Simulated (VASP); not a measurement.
Input of a VASP 6.6.1 run:

File POSCAR:

```
LiH
1.0
    0.0000000000      2.0023334909      2.0023334909
    2.0023334909      0.0000000000      2.0023334909
    2.0023334909      2.0023334909      0.0000000000
Li H
1 1
Direct
    0.0000000000      0.0000000000      0.0000000000
    0.5000000000      0.5000000000      0.5000000000
```

The input INCAR.step1:

```
ALGO = Normal ; EDIFF = 1E-4
ENCUT = 520 ; GGA = PE
ISMEAR = 0 ; LASPH = T
LCHARG = F ; LREAL = F
LWAVE = T ; NBANDS = 9
NELM = 80 ; PREC = Accurate
SIGMA = 0.02
```

The input INCAR.step2:

```
ALGO = Normal ; EDIFF = 1E-7
ENCUT = 520 ; ISIF = 2
ISMEAR = 0 ; ISTART = 1
LASPH = T ; LCHARG = F
LMIXTAU = T ; LREAL = F
LWAVE = F ; METAGGA = R2SCAN
NBANDS = 9 ; NELM = 80
PREC = Accurate ; SIGMA = 0.02
```

File KPOINTS:

```
k-points
0
Gamma
  10 10 10
```

Potentials or basis: VASP PAW PBE potentials, release 64 (Li_sv, H).

The run is started by

```bash
$ cat potpaw_PBE.64/Li_sv/POTCAR potpaw_PBE.64/H/POTCAR > POTCAR
$ cp INCAR.step1 INCAR
$ mpirun -np 1 vasp_std > vasp.out
$ cp INCAR.step2 INCAR
$ mpirun -np 1 vasp_std > vasp.out
```

Task: What does it give for the band gap on the k mesh?

Result: 3.58 eV, direct.

 A k mesh can miss the band edges.
